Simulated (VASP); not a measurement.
# Bi: single point with PBE

The system is Bi.

```
Bi
1.0
     0.00000    2.49772    2.49772
     2.49772    0.00000    2.49772
     2.49772    2.49772    0.00000
Bi
1
Direct
  0.00000 0.00000 0.00000
```

- Program: VASP 6.6.1
- Task: single point
- Functional: PBE
- Potentials or basis: VASP PAW PBE potentials, release 64 (Bi_d)
- Cutoff: 500 eV
- k mesh: 4 × 4 × 4
- Occupations: fermi-dirac, width 0.15 eV
- Spin: non-collinear spin, zero start, spin-orbit coupling
- Starting moments: [[0, 0, 0]] μB

- Pressure: 2.3 GPa
- Net moment: 0.00 μB per cell
- Valence electrons inside the program's atomic spheres: Bi 12.73

Moments on the atoms (μB; x, y, z):
```
Bi  0.00 0.00 0.00
```

Run time: 9.6 s on 1 thread of Intel(R) Xeon(R) 6975P-C (Granite Rapids) (shared host), peak memory 0.23 GiB.

Caveat: the k points lie up to 0.54 Å⁻¹ apart.
